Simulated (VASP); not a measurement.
A run of VASP 6.6.1 is set up as follows.

POSCAR

```
VMo
1.0
    1.5723419611     -2.2747561255      0.0000000000
    1.5723419611      2.2747561255      0.0000000000
    0.0000000000      0.0000000000      4.3254730725
V Mo
1 1
Direct
    0.5000000000      0.5000000000      0.5000000000
    0.0000000000      0.0000000000      0.0000000000
```

Contents of INCAR.step1:

```
ALGO = Normal
EDIFF = 1E-4
ENCUT = 520
GGA = PE
ISMEAR = -1
ISPIN = 2
LASPH = T
LCHARG = F
LMAXMIX = 4
LREAL = F
LWAVE = T
MAGMOM = 1.5 0
NBANDS = 24
NELM = 150
PREC = Accurate
SIGMA = 0.05
```

INCAR.step2

```
ALGO = Normal
EDIFF = 1E-6
ENCUT = 520
ISIF = 2
ISMEAR = -1
ISPIN = 2
ISTART = 1
LASPH = T
LCHARG = F
LMAXMIX = 4
LMIXTAU = T
LORBIT = 11
LREAL = F
LWAVE = F
MAGMOM = 1.5 0
METAGGA = R2SCAN
NBANDS = 24
NELM = 150
PREC = Accurate
SIGMA = 0.05
```

Contents of KPOINTS:

```
k-points
0
Gamma
  11 11 7
```

Potentials or basis: VASP PAW PBE potentials, release 64 (V_sv, Mo_sv).

Command:

```console
$ cat potpaw_PBE.64/V_sv/POTCAR potpaw_PBE.64/Mo_sv/POTCAR > POTCAR
$ cp INCAR.step1 INCAR
$ mpirun -np 1 vasp_std > vasp.out
$ cp INCAR.step2 INCAR
$ mpirun -np 1 vasp_std > vasp.out
```

Problem. What does it give for the pressure?

Solution. -14.0 GPa.

Problem. Estimate the net moment.

Solution. 0.00 μB per cell.

Stress tensor (GPa, compression positive):
```
-14.36   0.00   0.00
  0.00 -13.63   0.00
  0.00   0.00 -13.97
```

Caveat: the cell stands under tension; the moments typed at the start vanished in this run; the PAW data sets were made with another functional, which shifts forces and pressure a little.
